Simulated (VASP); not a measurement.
# HgTe (I-4m2) in VASP: single point with PBEsol

Aim: the single point of HgTe with PBEsol.

Program: VASP 6.6.1. These are calculated values, not measurements. Logs are shortened: lines on timing, memory, paths and dates and some standing lists are left out, and cuts for length are marked.

## 1. The cell of the first run

It takes space group I-4m2 (No. 119, tetragonal). Conventional cell: a = 4.605 Å, b = 4.605 Å, c = 6.772 Å, α = 90.00°, β = 90.00°, γ = 90.00°. Within 3.8 Å of Hg (site symmetry -4m2) lie 4 Te at 2.86 Å. Te (site symmetry -4m2) has 4 Hg at 2.86 Å within 3.8 Å.

## 2. Single point, PBEsol (strain +0.0400 x Voigt [0, 1, 0, 0, 0, 0])

Contents of INCAR:

```
PREC     = Accurate       # precision mode
ENCUT    = 520            # plane-wave cutoff, eV
EDIFF    = 1E-6           # SCF threshold, eV
ISMEAR   = 0              # smearing method
SIGMA    = 0.15           # smearing width, eV
LREAL    = F              # projectors in reciprocal space
LASPH    = T              # aspherical terms in the spheres
NELM     = 80             # most SCF steps
ALGO     = Normal         # electronic algorithm
ISIF     = 2              # what is computed and relaxed
LWAVE    = F              # write WAVECAR
LCHARG   = F              # write CHGCAR
GGA      = PS             # functional
NBANDS   = 16             # bands
```

Contents of KPOINTS:

```
regular mesh
0
Gamma
  16 16 16
```

Contents of POSCAR:

```
HgTe
1.0
    0.0000000000      3.3861216761      3.2558862270
    3.2558862270      0.0000000000      3.2558862270
    3.2558862270      3.3861216761      0.0000000000
Hg Te
1 1
Direct
    0.0000000000      0.0000000000      0.0000000000
    0.7500000000      0.7500000000      0.7500000000
```

Potentials or basis: VASP PAW PBE potentials, release 64 (Hg, Te).

On the command line:

```console
$ cat potpaw_PBE.64/Hg/POTCAR potpaw_PBE.64/Te/POTCAR > POTCAR
$ mpirun -np 1 vasp_std > vasp.out
```

OUTCAR:

```text
PREC = Accurate
   ENCUT = 520
   EDIFF = 1E-6
   ISMEAR = 0
   LREAL = F
   LASPH = T
   NELM = 80
   ISIF = 2
   GGA = PS

 ion  position               nearest neighbor table
   1  0.000  0.000  0.000-   2 2.86   2 2.86   2 2.86   2 2.86
   2  0.750  0.750  0.750-   1 2.86   1 2.86   1 2.86   1 2.86

  LATTYP: Found a body centered tetragonal cell.
 ALAT       =     4.6045184598
 C/A-ratio  =     1.4707821049

  Lattice vectors:

 A1 = (   0.0000000000,  -3.3861216761,   3.2558862270)
 A2 = (   0.0000000000,  -3.3861216761,  -3.2558862270)
 A3 = (   3.2558862270,   3.3861216761,   0.0000000000)

Analysis of symmetry for initial positions (statically):
=====================================================================
 Subroutine PRICEL returns:
 Original cell was already a primitive cell.

 Routine SETGRP: Setting up the symmetry group for a
 body centered tetragonal supercell.

 Subroutine GETGRP returns: Found  8 space group operations
 (whereof  8 operations were pure point group operations)
 out of a pool of 16 trial point group operations.

The static configuration has the point symmetry D_2d.

Analysis of symmetry for dynamics (positions and initial velocities):
=====================================================================
 Subroutine PRICEL returns:
 Original cell was already a primitive cell.

 Routine SETGRP: Setting up the symmetry group for a
 body centered tetragonal supercell.

 Subroutine GETGRP returns: Found  8 space group operations
 (whereof  8 operations were pure point group operations)
 out of a pool of 16 trial point group operations.

The dynamic configuration has the point symmetry D_2d.

 Subroutine INISYM returns: Found  8 space group operations
 (whereof  8 operations are pure point group operations),
 and found     1 'primitive' translations

----------------------------------------------------------------------------------------

                                     Primitive cell

  volume of cell :      71.7912

  direct lattice vectors                    reciprocal lattice vectors
     0.000000000  3.386121676  3.255886227    -0.153568020  0.147661557  0.153568020
     3.255886227  0.000000000  3.255886227     0.153568020 -0.147661557  0.153568020
     3.255886227  3.386121676  0.000000000     0.153568020  0.147661557 -0.153568020

  length of vectors
     4.697511589  4.604518460  4.697511589     0.262621798  0.262621798  0.262621798

  position of ions in fractional coordinates (direct lattice)
     0.000000000  0.000000000  0.000000000
     0.750000000  0.750000000  0.750000000

  ion indices of the primitive-cell ions
   primitive index   ion index
                 1           1
                 2           2

----------------------------------------------------------------------------------------

 KPOINTS: regular mesh

Automatic generation of k-mesh.
 Grid dimensions read from file:
 generate k-points for:   16   16   16

 Generating k-lattice:

  Cartesian coordinates                     Fractional coordinates (reciprocal lattice)
    -0.009598001  0.009228847  0.009598001     0.062500000  0.000000000  0.000000000
     0.009598001 -0.009228847  0.009598001     0.000000000  0.062500000  0.000000000
     0.009598001  0.009228847 -0.009598001     0.000000000  0.000000000  0.062500000

  Length of vectors
     0.016413862  0.016413862  0.016413862

  Shift w.r.t. Gamma in fractional coordinates (k-lattice)
     0.000000000  0.000000000  0.000000000

 Subroutine IBZKPT returns following result:
 ===========================================

 Found    349 irreducible k-points:

 Following reciprocal coordinates:
            Coordinates               Weight
  0.000000  0.000000  0.000000      1.000000
  0.062500  0.000000  0.000000      8.000000
  0.125000  0.000000  0.000000      8.000000
  0.187500  0.000000  0.000000      8.000000
  0.250000  0.000000  0.000000      8.000000
  0.312500  0.000000  0.000000      8.000000
[... 16 lines left out ...]
 -0.125000  0.062500 -0.000000     16.000000
 -0.062500  0.062500  0.000000      8.000000
 [... further k-points ...]
   k-points           NKPTS =    349   k-points in BZ     NKDIM =    349   number of bands    NBANDS=     16
   number of dos      NEDOS =    301   number of ions     NIONS =      2
   total plane-waves  NPLWV =  46656
   dimension x,y,z NGX =    36 NGY =   36 NGZ =   36
   dimension x,y,z NGXF=    72 NGYF=   72 NGZF=   72
   ions per type =               1   1
   NGX,Y,Z   is equivalent  to a cutoff of  12.74, 13.00, 12.74 a.u.
   NGXF,Y,Z  is equivalent  to a cutoff of  25.48, 26.00, 25.48 a.u.
 SYSTEM =  unknown system
   PREC   = accura    normal or accurate (medium, high low for compatibility)
   ISTART =      0    job   : 0-new  1-cont  2-samecut
   ICHARG =      2    charge: 1-file 2-atom 10-const
   ISPIN  =      1    spin polarized calculation?
   LNONCOLLINEAR =      F non collinear calculations
   LSORBIT =      F    spin-orbit coupling
   LASPH  =      T    aspherical Exc in radial PAW
   ENCUT  =  520.0 eV  38.22 Ry    6.18 a.u.   8.73  8.56  8.73*2*pi/ulx,y,z
   NELM   =     80;   NELMIN=  2; NELMDL= -5     # of ELM steps
   EDIFF  = 0.1E-05   stopping-criterion for ELM
   LREAL  =      F    real-space projection
   EDIFFG = 0.1E-04   stopping-criterion for IOM
   NSW    =      0    number of steps for IOM
   IBRION =     -1    ionic relax: 0-MD 1-quasi-New 2-CG
   NFREE  =      0    steps in history (QN), initial steepest desc. (CG)
   ISIF   =      2    stress and relaxation
   ISYM   =      2    0-nonsym 1-usesym 2-fastsym
   POTIM  = 0.5000    time-step for ionic-motion
   TEBEG  =    0.0;   TEEND  =   0.0 temperature during run
   PSTRESS=    0.0 pullay stress
   NELECT =      18.0000    total number of electrons
   NUPDOWN=      -1.0000    fix difference up-down
   EMIN   =  10.00;   EMAX   =-10.00  energy-range for DOS
   EFERMI =   0.00;   METHOD = LEGACY
   ISMEAR =     0;   SIGMA  =   0.15  broadening in eV -4-tet -1-fermi 0-gaus
   EFERMI_NEDOS =   21; number of points for ismear=-14 and -15
   IALGO  =     38    algorithm
   IMIX   =      4    mixing-type and parameters
     AMIX     =   0.40;   BMIX     =  1.00
     AMIX_MAG =   1.60;   BMIX_MAG =  1.00
  volume/ion in A,a.u.               =      35.90       242.24
  Fermi-wavevector in a.u.,A,eV,Ry     =   1.032307  1.950776 14.499140  1.065657
  Thomas-Fermi vector in A             =   2.166498
   LORBIT       =      0    0 simple, 1 ext, 2 COOP (PROOUT), +10 PAW based schemes
   GGA     = PS    functional components
   LHFCALC =     F    Hartree Fock is set to
   AEXX    =    0.0000 exact exchange contribution
   IVDW    =     0    specifies the selected vdW correction
   LEPSILON=     F    determine dielectric tensor
   LRPA    =     F    only Hartree local field effects (RPA)
 non-spin polarized calculation
 Gauss-broadening in eV      SIGMA  =   0.15
  energy-cutoff  :      520.00
  volume of cell :       71.79
 maximum number of plane-waves:      1960
   NGX = 17   NGY = 17   NGZ = 17

 number of electron      18.0000000 magnetization

 Free energy of the ion-electron system (eV)
  ---------------------------------------------------
  ext. energy  EPLUGINS =         0.00000000
  ---------------------------------------------------
  free energy    TOTEN  =        -4.36170350 eV

  energy without entropy =       -4.36134488  energy(sigma->0) =       -4.36152419

 E-fermi :   2.4602     XC(G=0):  -8.6608

 val. band max:        2.3666761893   @ k =   0.0000   0.0000   0.0000
 cond. band min:       2.5641808027   @ k =   0.0625   0.0000   0.0000
 fundamental gap:      0.1975046134
 Fermi energy:         2.4602133184

 k-point     1 :       0.0000    0.0000    0.0000
  band No.  band energies     occupation
      1      -9.2745      2.00000
      2      -4.6811      2.00000
      3      -4.6721      2.00000
      4      -4.6721      2.00000
      5      -4.2246      2.00000
      6      -4.2011      2.00000
[... 8 lines left out ...]
     15      11.4804      0.00000
     16      11.8024      0.00000

 k-point     2 :       0.0625    0.0000    0.0000
  band No.  band energies     occupation
      1      -9.2569      2.00000
      2      -4.6764      2.00000
      3      -4.6671      2.00000
      4      -4.6655      2.00000
      5      -4.2248      2.00000
      6      -4.2020      2.00000
[... 8 lines left out ...]
     15      11.1344      0.00000
     16      11.5985      0.00000

 k-point     3 :       0.1250    0.0000    0.0000
  band No.  band energies     occupation
      1      -9.2061      2.00000
      2      -4.6627      2.00000
      3      -4.6530      2.00000
      4      -4.6440      2.00000
      5      -4.2249      2.00000
      6      -4.2041      2.00000
[... 8 lines left out ...]
     15      10.8091      0.00000
     16      11.1700      0.00000

 k-point     4 :       0.1875    0.0000    0.0000
  band No.  band energies     occupation
      1      -9.1283      2.00000
      2      -4.6426      2.00000
      3      -4.6325      2.00000
      4      -4.6007      2.00000
      5      -4.2235      2.00000
      6      -4.2062      2.00000
[... 8 lines left out ...]
     15      10.6952      0.00000
     16      10.9023      0.00000

 k-point     5 :       0.2500    0.0000    0.0000
  band No.  band energies     occupation
      1      -9.0335      2.00000
      2      -4.6209      2.00000
      3      -4.6095      2.00000
      4      -4.5248      2.00000
      5      -4.2193      2.00000
      6      -4.2069      2.00000
[... 8 lines left out ...]
     15      10.7495      0.00000
     16      10.8413      0.00000

 k-point     6 :       0.3125    0.0000    0.0000
  band No.  band energies     occupation
      1      -8.9355      2.00000
      2      -4.6017      2.00000
      3      -4.5882      2.00000
      4      -4.4065      2.00000
      5      -4.2112      2.00000
      6      -4.2051      2.00000
[... 8 lines left out ...]
     15      11.0092      0.00000
     16      11.0113      0.00000
[... 267 lines left out ...]
 k-point    21 :      -0.2500    0.0625    0.0000
  band No.  band energies     occupation
      1      -8.9895      2.00000
      2      -4.6130      2.00000
      3      -4.5923      2.00000
      4      -4.4857      2.00000
      5      -4.2249      2.00000
      6      -4.2003      2.00000
[... 8 lines left out ...]
     15      10.4902      0.00000
     16      11.3027      0.00000

 k-point    22 :      -0.1875    0.0625    0.0000
  band No.  band energies     occupation
      1      -9.0856      2.00000
      2      -4.6343      2.00000
      3      -4.6146      2.00000
      4      -4.5754      2.00000
      5      -4.2285      2.00000
      6      -4.2020      2.00000
[... 8 lines left out ...]
     15      10.4489      0.00000
     16      11.0661      0.00000

 k-point    23 :      -0.1250    0.0625   -0.0000
  band No.  band energies     occupation
      1      -9.1690      2.00000
      2      -4.6542      2.00000
      3      -4.6378      2.00000
      4      -4.6284      2.00000
      5      -4.2287      2.00000
      6      -4.2020      2.00000
[... 8 lines left out ...]
     15      10.4654      0.00000
     16      10.9629      0.00000

 k-point    24 :      -0.0625    0.0625    0.0000
  band No.  band energies     occupation
      1      -9.2286      2.00000
      2      -4.6693      2.00000
      3      -4.6586      2.00000
      4      -4.6536      2.00000
      5      -4.2268      2.00000
      6      -4.2016      2.00000
[... 8 lines left out ...]
     15      10.7216      0.00000
     16      11.2781      0.00000

 [... further k-points ...]

------------------------ aborting loop because EDIFF is reached ----------------------------------------

  FORCE on cell =-STRESS in cart. coord.  units (eV):
  Direction    XX          YY          ZZ          XY          YZ          ZX
  --------------------------------------------------------------------------------------
  -------------------------------------------------------------------------------------
  Total       -0.5481402     -0.8656558     -0.5481402      0.0000000      0.0000000      0.0000000
  in kB      -12.2329500    -19.3190088    -12.2329500      0.0000000      0.0000000      0.0000000
  external PRESSURE =     -14.5949696 kB  Pullay stress =       0.0000000 kB

 VOLUME and BASIS-vectors are now :
 -----------------------------------------------------------------------------
  energy-cutoff  :      520.00
  volume of cell :       71.79
      direct lattice vectors                 reciprocal lattice vectors
     0.000000000  3.386121676  3.255886227    -0.153568020  0.147661557  0.153568020
     3.255886227  0.000000000  3.255886227     0.153568020 -0.147661557  0.153568020
     3.255886227  3.386121676  0.000000000     0.153568020  0.147661557 -0.153568020

 POSITION                                       TOTAL-FORCE (eV/Angst)
 -----------------------------------------------------------------------------------
      0.00000      0.00000      0.00000        -0.000000     -0.000000     -0.000000
      4.88383      5.07918      4.88383         0.000000      0.000000      0.000000
 -----------------------------------------------------------------------------------
    total drift:                                0.000000     -0.000000      0.000000

  FREE ENERGIE OF THE ION-ELECTRON SYSTEM (eV)
  ---------------------------------------------------
  free  energy   TOTEN  =        -4.3617035016 eV

  energy  without entropy=       -4.3613448792  energy(sigma->0) =       -4.36152419
```

Run time: 7.7 min. Hardware: 1 thread of Intel Xeon 8259CL, shared host; peak memory 0.54 GiB.

Results:

```
Free energy            : -4.3617 eV
Pressure               : -1.5 GPa
Band gap on the k mesh : zero (filled and empty bands touch)
```

Stress tensor (GPa, compression positive):
```
-1.22  0.00  0.00
 0.00 -1.93  0.00
 0.00  0.00 -1.22
```

Levels at points of the mesh, in eV from the Fermi level:
```csv
k point,band 6,band 7,band 8,band 9,band 10,band 11,band 12,band 13
"(0.00, 0.00, 0.00)",-6.66,-1.09,-0.23,-0.09,-0.09,4.16,4.16,4.17
"(0.50, 0.00, 0.00)",-6.41,-5.27,-1.10,-0.93,0.49,4.81,5.01,6.58
"(0.50, 0.50, 0.00)",-6.27,-5.21,-2.26,-2.18,1.64,2.36,7.82,8.29
"(0.50, 0.00, 0.50)",-6.33,-5.39,-2.07,-2.07,1.90,2.51,7.58,8.42
```

Caveat: the cell differs from its parent crystal (strain +0.0400 x Voigt [0, 1, 0, 0, 0, 0]); semilocal functionals underestimate gaps, so a narrow gap can read as zero; the PAW data sets were made with another functional, which shifts forces and pressure a little; spin-orbit coupling is left out, which moves the levels of the heavy elements.
